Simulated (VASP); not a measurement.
# Bi (Fm-3m) in VASP: notebook

Runs on Bi. Level: PBE. Tasks: single point, relaxation of cell and atoms.

Program: VASP 6.6.1. These are calculated values, not measurements. Logs are shortened: lines on timing, memory, paths and dates and some standing lists are left out, and cuts for length are marked.

## Step 1: The cell of the first run

Symmetry: Fm-3m, No. 225, cubic system. The conventional cell has a = 5.080 Å, b = 5.080 Å, c = 5.080 Å, α = 90.00°, β = 90.00°, γ = 90.00°. Within 4.7 Å of Bi (site symmetry m-3m) lie 12 Bi at 3.59 Å.

## Step 2: Single point, PBE

File INCAR:

```
SYSTEM = Bi
PREC     = Accurate       ! precision mode
ENCUT    = 520            ! plane-wave cutoff, eV
EDIFF    = 1E-7           ! SCF threshold, eV
ISMEAR   = -1             ! smearing method
SIGMA    = 0.05           ! smearing width, eV
LREAL    = .FALSE.        ! projectors in reciprocal space
LASPH    = .TRUE.         ! aspherical terms in the spheres
NELM     = 100            ! most SCF steps
ALGO     = Normal         ! electronic algorithm
ISIF     = 2              ! what is computed and relaxed
LWAVE    = .FALSE.        ! write WAVECAR
LCHARG   = .FALSE.        ! write CHGCAR
GGA      = PE             ! functional
NBANDS   = 14             ! bands
```

File KPOINTS:

```
regular mesh
0
G
  14 14 14
  0 0 0
```

File POSCAR:

```
Bi
1.0
    0.0000000000      2.5400063311      2.5400063311
    2.5400063311      0.0000000000      2.5400063311
    2.5400063311      2.5400063311      0.0000000000
Bi
1
Direct
    0.0000000000      0.0000000000      0.0000000000
```

Potentials or basis: VASP PAW PBE potentials, release 64 (Bi_d).

Started as:

```
$ cat potpaw_PBE.64/Bi_d/POTCAR > POTCAR
$ mpirun -np 1 vasp_std > vasp.out
```

OUTCAR:

```text
SYSTEM = Bi
   PREC = Accurate
   ENCUT = 520
   EDIFF = 1E-7
   ISMEAR = -1
   LREAL = .FALSE.
   LASPH = .TRUE.
   NELM = 100
   ISIF = 2
   GGA = PE

 ion  position               nearest neighbor table
   1  0.000  0.000  0.000-

  LATTYP: Found a face centered cubic cell.
 ALAT       =     5.0800126622

  Lattice vectors:

 A1 = (   0.0000000000,   2.5400063311,   2.5400063311)
 A2 = (   2.5400063311,   0.0000000000,   2.5400063311)
 A3 = (   2.5400063311,   2.5400063311,   0.0000000000)

Analysis of symmetry for initial positions (statically):
=====================================================================
 Subroutine PRICEL returns:
 Original cell was already a primitive cell.

 Routine SETGRP: Setting up the symmetry group for a
 face centered cubic supercell.

 Subroutine GETGRP returns: Found 48 space group operations
 (whereof 48 operations were pure point group operations)
 out of a pool of 48 trial point group operations.

The static configuration has the point symmetry O_h .

Analysis of symmetry for dynamics (positions and initial velocities):
=====================================================================
 Subroutine PRICEL returns:
 Original cell was already a primitive cell.

 Routine SETGRP: Setting up the symmetry group for a
 face centered cubic supercell.

 Subroutine GETGRP returns: Found 48 space group operations
 (whereof 48 operations were pure point group operations)
 out of a pool of 48 trial point group operations.

The dynamic configuration has the point symmetry O_h .

 Subroutine INISYM returns: Found 48 space group operations
 (whereof 48 operations are pure point group operations),
 and found     1 'primitive' translations

----------------------------------------------------------------------------------------

                                     Primitive cell

  volume of cell :      32.7744

  direct lattice vectors                    reciprocal lattice vectors
     0.000000000  2.540006331  2.540006331    -0.196849903  0.196849903  0.196849903
     2.540006331  0.000000000  2.540006331     0.196849903 -0.196849903  0.196849903
     2.540006331  2.540006331  0.000000000     0.196849903  0.196849903 -0.196849903

  length of vectors
     3.592111402  3.592111402  3.592111402     0.340954034  0.340954034  0.340954034

  position of ions in fractional coordinates (direct lattice)
     0.000000000  0.000000000  0.000000000

  ion indices of the primitive-cell ions
   primitive index   ion index
                 1           1

----------------------------------------------------------------------------------------

 KPOINTS: regular mesh

Automatic generation of k-mesh.
 Grid dimensions read from file:
 generate k-points for:   14   14   14

 Generating k-lattice:

  Cartesian coordinates                     Fractional coordinates (reciprocal lattice)
    -0.014060707  0.014060707  0.014060707     0.071428571  0.000000000  0.000000000
     0.014060707 -0.014060707  0.014060707     0.000000000  0.071428571  0.000000000
     0.014060707  0.014060707 -0.014060707     0.000000000  0.000000000  0.071428571

  Length of vectors
     0.024353860  0.024353860  0.024353860

  Shift w.r.t. Gamma in fractional coordinates (k-lattice)
     0.000000000  0.000000000  0.000000000

 Subroutine IBZKPT returns following result:
 ===========================================

 Found    104 irreducible k-points:

 Following reciprocal coordinates:
            Coordinates               Weight
  0.000000  0.000000  0.000000      1.000000
  0.071429  0.000000  0.000000      8.000000
  0.142857  0.000000  0.000000      8.000000
  0.214286  0.000000  0.000000      8.000000
  0.285714  0.000000  0.000000      8.000000
  0.357143  0.000000  0.000000      8.000000
[... 16 lines left out ...]
  0.214286  0.142857  0.000000     24.000000
  0.285714  0.142857  0.000000     24.000000
 [... further k-points ...]
   k-points           NKPTS =    104   k-points in BZ     NKDIM =    104   number of bands    NBANDS=     14
   number of dos      NEDOS =    301   number of ions     NIONS =      1
   total plane-waves  NPLWV =  21952
   dimension x,y,z NGX =    28 NGY =   28 NGZ =   28
   dimension x,y,z NGXF=    56 NGYF=   56 NGZF=   56
   ions per type =               1
   NGX,Y,Z   is equivalent  to a cutoff of  12.96, 12.96, 12.96 a.u.
   NGXF,Y,Z  is equivalent  to a cutoff of  25.92, 25.92, 25.92 a.u.
 SYSTEM =  Bi
   PREC   = accura    normal or accurate (medium, high low for compatibility)
   ISTART =      0    job   : 0-new  1-cont  2-samecut
   ICHARG =      2    charge: 1-file 2-atom 10-const
   ISPIN  =      1    spin polarized calculation?
   LNONCOLLINEAR =      F non collinear calculations
   LSORBIT =      F    spin-orbit coupling
   LASPH  =      T    aspherical Exc in radial PAW
   ENCUT  =  520.0 eV  38.22 Ry    6.18 a.u.   6.68  6.68  6.68*2*pi/ulx,y,z
   NELM   =    100;   NELMIN=  2; NELMDL= -5     # of ELM steps
   EDIFF  = 0.1E-06   stopping-criterion for ELM
   LREAL  =      F    real-space projection
   EDIFFG = 0.1E-05   stopping-criterion for IOM
   NSW    =      0    number of steps for IOM
   IBRION =     -1    ionic relax: 0-MD 1-quasi-New 2-CG
   NFREE  =      0    steps in history (QN), initial steepest desc. (CG)
   ISIF   =      2    stress and relaxation
   ISYM   =      2    0-nonsym 1-usesym 2-fastsym
   POTIM  = 0.5000    time-step for ionic-motion
   TEBEG  =    0.0;   TEEND  =   0.0 temperature during run
   PSTRESS=    0.0 pullay stress
   NELECT =      15.0000    total number of electrons
   NUPDOWN=      -1.0000    fix difference up-down
   EMIN   =  10.00;   EMAX   =-10.00  energy-range for DOS
   EFERMI =   0.00;   METHOD = LEGACY
   ISMEAR =    -1;   SIGMA  =   0.05  broadening in eV -4-tet -1-fermi 0-gaus
   EFERMI_NEDOS =   21; number of points for ismear=-14 and -15
   IALGO  =     38    algorithm
   IMIX   =      4    mixing-type and parameters
     AMIX     =   0.40;   BMIX     =  1.00
     AMIX_MAG =   1.60;   BMIX_MAG =  1.00
  volume/ion in A,a.u.               =      32.77       221.17
  Fermi-wavevector in a.u.,A,eV,Ry     =   1.261616  2.384108 21.656045  1.591674
  Thomas-Fermi vector in A             =   2.395066
   LORBIT       =      0    0 simple, 1 ext, 2 COOP (PROOUT), +10 PAW based schemes
   GGA     = PE    functional components
   LHFCALC =     F    Hartree Fock is set to
   AEXX    =    0.0000 exact exchange contribution
   IVDW    =     0    specifies the selected vdW correction
   LEPSILON=     F    determine dielectric tensor
   LRPA    =     F    only Hartree local field effects (RPA)
 non-spin polarized calculation
  energy-cutoff  :      520.00
  volume of cell :       32.77
 maximum number of plane-waves:       905
   NGX = 13   NGY = 13   NGZ = 13

 number of electron      14.9999994 magnetization

 Free energy of the ion-electron system (eV)
  ---------------------------------------------------
  ext. energy  EPLUGINS =         0.00000000
  ---------------------------------------------------
  free energy    TOTEN  =        -3.69748803 eV

  energy without entropy =       -3.69042263  energy(sigma->0) =       -3.69395533

 E-fermi :   7.4068     XC(G=0): -10.0509

 val. band max:        7.4025129663   @ k =   0.4286   0.2857   0.1429
 cond. band min:       7.4174569438   @ k =  -0.1429   0.1429   0.0000
 fundamental gap:      0.0149439775
 Fermi energy:         7.4067768420

 k-point     1 :       0.0000    0.0000    0.0000
  band No.  band energies     occupation
      1     -15.6962      2.00000
      2     -15.6962      2.00000
      3     -15.6962      2.00000
      4     -15.6383      2.00000
      5     -15.6383      2.00000
      6      -5.8898      2.00000
      7      11.9758      0.00000
      8      11.9758      0.00000
      9      11.9758      0.00000
     10      15.6266      0.00000
     11      16.4607      0.00000
     12      17.9124      0.00000
     13      17.9124      0.00000
     14      17.9124      0.00000

 k-point     2 :       0.0714    0.0000    0.0000
  band No.  band energies     occupation
      1     -15.6955      2.00000
      2     -15.6928      2.00000
      3     -15.6928      2.00000
      4     -15.6383      2.00000
      5     -15.6383      2.00000
      6      -5.8074      2.00000
      7      10.9769      0.00000
      8      11.8791      0.00000
      9      11.8791      0.00000
     10      15.8339      0.00000
     11      16.4444      0.00000
     12      18.0874      0.00000
     13      18.0874      0.00000
     14      19.0107      0.00000

 k-point     3 :       0.1429    0.0000    0.0000
  band No.  band energies     occupation
      1     -15.6939      2.00000
      2     -15.6854      2.00000
      3     -15.6854      2.00000
      4     -15.6364      2.00000
      5     -15.6364      2.00000
      6      -5.5630      2.00000
      7       9.1195      0.00000
      8      11.6292      0.00000
      9      11.6292      0.00000
     10      15.2535      0.00000
     11      17.6662      0.00000
     12      18.4510      0.00000
     13      18.4510      0.00000
     14      19.1053      0.00000

 k-point     4 :       0.2143    0.0000    0.0000
  band No.  band energies     occupation
      1     -15.6918      2.00000
      2     -15.6805      2.00000
      3     -15.6805      2.00000
      4     -15.6276      2.00000
      5     -15.6276      2.00000
      6      -5.1666      2.00000
      7       7.1918      1.97321
      8      11.3096      0.00000
      9      11.3096      0.00000
     10      14.8283      0.00000
     11      18.1189      0.00000
     12      18.2568      0.00000
     13      18.2568      0.00000
     14      19.0505      0.00000

 k-point     5 :       0.2857    0.0000    0.0000
  band No.  band energies     occupation
      1     -15.6898      2.00000
      2     -15.6816      2.00000
      3     -15.6816      2.00000
      4     -15.6112      2.00000
      5     -15.6112      2.00000
      6      -4.6433      2.00000
      7       5.4083      2.00000
      8      10.9953      0.00000
      9      10.9953      0.00000
     10      14.5678      0.00000
     11      17.2673      0.00000
[... 276 lines left out ...]
 k-point    22 :       0.1429    0.1429    0.0000
  band No.  band energies     occupation
      1     -15.7078      2.00000
      2     -15.6711      2.00000
      3     -15.6711      2.00000
      4     -15.6504      2.00000
      5     -15.6277      2.00000
      6      -5.4536      2.00000
      7       9.6171      0.00000
      8      10.6987      0.00000
      9      10.6987      0.00000
     10      14.8046      0.00000
     11      16.5407      0.00000
     12      18.9229      0.00000
     13      19.7691      0.00000
     14      19.7691      0.00000

 k-point    23 :       0.2143    0.1429    0.0000
  band No.  band energies     occupation
      1     -15.7106      2.00000
      2     -15.6640      2.00000
      3     -15.6609      2.00000
      4     -15.6504      2.00000
      5     -15.6202      2.00000
      6      -5.1609      2.00000
      7       8.2704      0.00000
      8      10.2514      0.00000
      9      10.3959      0.00000
     10      14.6818      0.00000
     11      15.7862      0.00000
     12      18.9384      0.00000
     13      20.2895      0.00000
     14      20.7486      0.00000

 k-point    24 :       0.2857    0.1429    0.0000
  band No.  band energies     occupation
      1     -15.7087      2.00000
      2     -15.6686      2.00000
      3     -15.6578      2.00000
      4     -15.6369      2.00000
      5     -15.6057      2.00000
      6      -4.7264      2.00000
      7       6.6073      2.00000
      8       9.9078      0.00000
      9       9.9730      0.00000
     10      14.5703      0.00000
     11      15.9012      0.00000
     12      18.5583      0.00000
     13      19.8909      0.00000
     14      20.4467      0.00000

 [... further k-points ...]
[... 5 lines left out ...]
  --------------------------------------------------------------------------------------
  -------------------------------------------------------------------------------------
  Total       -0.2829751     -0.2829751     -0.2829751     -0.0000000     -0.0000000     -0.0000000
  in kB      -13.8332575    -13.8332575    -13.8332575     -0.0000000     -0.0000000     -0.0000000
  external PRESSURE =     -13.8332575 kB  Pullay stress =       0.0000000 kB

 VOLUME and BASIS-vectors are now :
 -----------------------------------------------------------------------------
  energy-cutoff  :      520.00
  volume of cell :       32.77
      direct lattice vectors                 reciprocal lattice vectors
     0.000000000  2.540006331  2.540006331    -0.196849903  0.196849903  0.196849903
     2.540006331  0.000000000  2.540006331     0.196849903 -0.196849903  0.196849903
     2.540006331  2.540006331  0.000000000     0.196849903  0.196849903 -0.196849903

 POSITION                                       TOTAL-FORCE (eV/Angst)
 -----------------------------------------------------------------------------------
      0.00000      0.00000      0.00000        -0.000000     -0.000000      0.000000
 -----------------------------------------------------------------------------------
    total drift:                               -0.000000     -0.000000     -0.000000

  FREE ENERGIE OF THE ION-ELECTRON SYSTEM (eV)
  ---------------------------------------------------
  free  energy   TOTEN  =        -3.6974880345 eV

  energy  without entropy=       -3.6904226281  energy(sigma->0) =       -3.69395533
```

Run time: 24 s. Hardware: 1 thread of AMD EPYC 9R45 (Zen 5), shared host; peak memory 0.15 GiB.

What came out:

```yaml
Free_energy: -3.6975 eV
Pressure: -1.4 GPa
```

Caveat: spin-orbit coupling is left out, which moves the levels of the heavy elements.

## Step 3: Relaxation of cell and atoms, PBE

This run uses another cell than the first one, of 31.86 Å³/atom, 0.972 times its volume.

File INCAR:

```
  ALGO = Normal
  EDIFF = 1E-6
  EDIFFG = -0.005
  ENCUT = 600
  GGA = PE
  IBRION = 2
  ISIF = 3
  ISMEAR = -1
  LASPH = True
  LCHARG = False
  LREAL = False
  LWAVE = False
  NELM = 60
  NSW = 45
  PREC = Accurate
  SIGMA = 0.05
```

File KPOINTS:

```
k-points
0
Gamma
  14 14 14
```

File POSCAR:

```
Bi
1.0
    0.0000000000      2.5161747662      2.5161747662
    2.5161747662      0.0000000000      2.5161747662
    2.5161747662      2.5161747662      0.0000000000
Bi
1
Direct
    0.0000000000      0.0000000000      0.0000000000
```

Potentials or basis: VASP PAW PBE potentials, release 64 (Bi_d).

Started as:

```
$ cat potpaw_PBE.64/Bi_d/POTCAR > POTCAR
$ mpirun -np 1 vasp_std > vasp.out
```

OUTCAR:

```text
EDIFF = 1E-6
   EDIFFG = -0.005
   ENCUT = 600
   GGA = PE
   IBRION = 2
   ISIF = 3
   ISMEAR = -1
   LASPH = True
   LREAL = False
   NELM = 60
   NSW = 45
   PREC = Accurate

 ion  position               nearest neighbor table
   1  0.000  0.000  0.000-

  LATTYP: Found a face centered cubic cell.
 ALAT       =     5.0323495324

  Lattice vectors:

 A1 = (   0.0000000000,   2.5161747662,   2.5161747662)
 A2 = (   2.5161747662,   0.0000000000,   2.5161747662)
 A3 = (   2.5161747662,   2.5161747662,   0.0000000000)

Analysis of symmetry for initial positions (statically):
=====================================================================
 Subroutine PRICEL returns:
 Original cell was already a primitive cell.

 Routine SETGRP: Setting up the symmetry group for a
 face centered cubic supercell.

 Subroutine GETGRP returns: Found 48 space group operations
 (whereof 48 operations were pure point group operations)
 out of a pool of 48 trial point group operations.

The static configuration has the point symmetry O_h .

Analysis of symmetry for dynamics (positions and initial velocities):
=====================================================================
[... 262 lines left out ...]

 number of electron      15.0000000 magnetization

------------------------ aborting loop because EDIFF is reached ----------------------------------------
[... 65 lines left out ...]
--------------------------------------- Ionic step       12  -------------------------------------------

 number of electron      15.0000000 magnetization

 Free energy of the ion-electron system (eV)
  ---------------------------------------------------
  ext. energy  EPLUGINS =         0.00000000
  ---------------------------------------------------
  free energy    TOTEN  =        -3.70120159 eV

  energy without entropy =       -3.69412618  energy(sigma->0) =       -3.69766388

 E-fermi :   7.7459     XC(G=0): -10.1813

 val. band max:        7.7257491423   @ k =   0.4286   0.2857   0.1429
 cond. band min:       7.8054946893   @ k =  -0.1429   0.1429   0.0000
 fundamental gap:      0.0797455470
 Fermi energy:         7.7459000277

 k-point     1 :       0.0000    0.0000    0.0000
  band No.  band energies     occupation
      1     -15.3775      2.00000
      2     -15.3775      2.00000
      3     -15.3775      2.00000
      4     -15.3134      2.00000
      5     -15.3134      2.00000
      6      -5.7370      2.00000
      7      12.4910      0.00000
      8      12.4910      0.00000
      9      12.4910      0.00000
     10      16.2734      0.00000
     11      16.7829      0.00000
[... 309 lines left out ...]
 k-point    24 :       0.2857    0.1429    0.0000
  band No.  band energies     occupation
      1     -15.3917      2.00000
      2     -15.3473      2.00000
      3     -15.3353      2.00000
      4     -15.3125      2.00000
      5     -15.2778      2.00000
      6      -4.5263      2.00000
      7       6.9648      2.00000
      8      10.3262      0.00000
      9      10.4074      0.00000
     10      14.9468      0.00000
     11      16.3151      0.00000

 [... further k-points ...]
[... 5 lines left out ...]
  --------------------------------------------------------------------------------------
  -------------------------------------------------------------------------------------
  Total        0.0002540      0.0002540      0.0002540     -0.0000000      0.0000000     -0.0000000
  in kB        0.0127654      0.0127654      0.0127654     -0.0000000      0.0000000     -0.0000000
  external PRESSURE =       0.0127654 kB  Pullay stress =       0.0000000 kB
[... 16 lines left out ...]
  FREE ENERGIE OF THE ION-ELECTRON SYSTEM (eV)
  ---------------------------------------------------
  free  energy   TOTEN  =        -3.7012015851 eV

  energy  without entropy=       -3.6941261803  energy(sigma->0) =       -3.69766388

 reached required accuracy - stopping structural energy minimisation
```

OSZICAR:

```text
N       E                     dE             d eps       ncg     rms          rms(c)
DAV:   1     0.109433519946E+03    0.10943E+03   -0.88437E+03  2291   0.173E+03
DAV:   2     0.196050142375E+01   -0.10747E+03   -0.10534E+03  2360   0.377E+02
DAV:   3    -0.356032549180E+01   -0.55208E+01   -0.54558E+01  2640   0.915E+01
[... 72 lines left out ...]
DAV:   4    -0.370120210949E+01    0.47667E-06   -0.67302E-07  1358   0.110E-02
  11 F= -.37012021E+01 E0= -.36976646E+01  d E =-.114478E-04
       N       E                     dE             d eps       ncg     rms          rms(c)
DAV:   1    -0.370120765634E+01   -0.50702E-05   -0.18140E-04  2642   0.273E-01    0.133E-02
DAV:   2    -0.370120250044E+01    0.51559E-05   -0.96224E-06  2432   0.637E-02    0.532E-03
DAV:   3    -0.370120158507E+01    0.91537E-06   -0.41615E-06  2030   0.388E-02
  12 F= -.37012016E+01 E0= -.36976639E+01  d E =-.109234E-04
```

It took 1.7 min on 1 thread of AMD EPYC 9R45 (Zen 5), shared host; peak memory 0.17 GiB.

What came out:

* Free energy: -3.7012 eV
* Relaxed volume: 31.88 Å³/atom
* Relaxed cell: a = 3.559 Å, b = 3.559 Å, c = 3.559 Å, α = 60.00°, β = 60.00°, γ = 60.00°
* Space group after relaxing (to 0.05 Å): Fm-3m (No. 225)
* Energy gained by relaxing: 0.0 meV/atom
* Ionic steps: 12
* Pressure after relaxing: 0.0 GPa

Final structure:
```
Bi
1.0
     0.00000    2.51662    2.51662
     2.51662    0.00000    2.51662
     2.51662    2.51662    0.00000
Bi
1
Direct
  0.00000 0.00000 0.00000
```

Caveat: spin-orbit coupling is left out, which moves the levels of the heavy elements.
